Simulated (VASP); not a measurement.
**NiGe: single point with PBE**

NiGe:

```xyz
8
Lattice="5.4822 0.0000 0.0000 0.0000 3.6072 0.0000 0.0000 0.0000 6.1088" Properties=species:S:1:pos:R:3 pbc="T T T"
Ni    5.4769    2.7054    1.2137
Ni    0.0053    0.9018    4.8951
Ni    2.7464    0.9018    4.2682
Ni    2.7358    2.7054    1.8407
Ge    4.3971    2.7054    3.5839
Ge    1.0852    0.9018    2.5249
Ge    3.8263    0.9018    0.5295
Ge    1.6560    2.7054    5.5793
```

```json
{
  "Program": "VASP 6.6.1",
  "Task": "single point",
  "Functional": "PBE",
  "Potentials or basis": "VASP PAW PBE potentials, release 64 (Ni, Ge_d)",
  "Cutoff": "520 eV",
  "k mesh": "8 × 12 × 8",
  "Occupations": "gaussian, width 0.1 eV",
  "Spin": "no spin polarisation",
  "Dipole correction": "no",
  "Further INCAR settings": "ALGO = Fast; EDIFF = 1e-06; NBANDS = 58"
}
```

```yaml
Pressure: -9.8 GPa
Largest_force: 0.004 eV/Å
Band_gap_on_the_k_mesh: zero (bands 48 and 49 overlap by 1.63 eV)
```

Forces on the atoms (eV/Å):
```
Ni  -0.003  0.000  0.001
Ni   0.003  0.000 -0.001
Ni   0.003  0.000  0.001
Ni  -0.003  0.000 -0.001
Ge   0.003  0.000  0.003
Ge  -0.003  0.000 -0.003
Ge  -0.003  0.000  0.003
Ge   0.003  0.000 -0.003
```

Stress tensor (GPa, compression positive):
```
-9.78  0.00  0.00
 0.00 -9.92  0.00
 0.00  0.00 -9.84
```

Levels at points of the mesh, in eV from the Fermi level:
```csv
k point,band 44,band 45,band 46,band 47,band 48,band 49,band 50,band 51,band 52,band 53
"(0.00, 0.00, 0.00)",-1.53,-1.41,-1.03,-0.69,-0.57,0.43,0.95,3.38,3.87,3.99
"(0.50, 0.00, 0.00)",-1.46,-1.34,-1.34,0.77,0.77,1.50,1.50,2.71,2.71,4.08
"(0.00, 0.50, 0.00)",-1.45,-1.35,-1.35,-1.07,-1.07,-0.43,-0.43,1.83,1.83,1.97
"(0.50, 0.50, 0.00)",-1.48,-1.12,-1.12,-1.12,-1.12,0.10,0.10,0.10,0.10,3.97
"(0.00, 0.00, 0.50)",-1.47,-0.98,-0.98,-0.18,-0.18,1.01,1.01,2.15,2.15,3.94
"(0.50, 0.00, 0.50)",-1.58,-0.74,-0.74,0.77,0.77,2.08,2.08,2.22,2.22,2.42
"(0.00, 0.50, 0.50)",-1.42,-1.42,-1.42,-1.30,-1.30,0.41,0.41,0.45,0.45,1.71
"(0.50, 0.50, 0.50)",-1.53,-1.32,-1.32,-1.32,-1.32,2.08,2.08,2.08,2.08,2.92
```

Wall time 27 min on 1 thread of Oxide Virtual Turin-like Processor, on a shared host, peak memory 0.86 GiB.

Caveat: the cell stands under tension. Spin polarisation is off, so any magnetic state and its effect on volume and gap are missing.
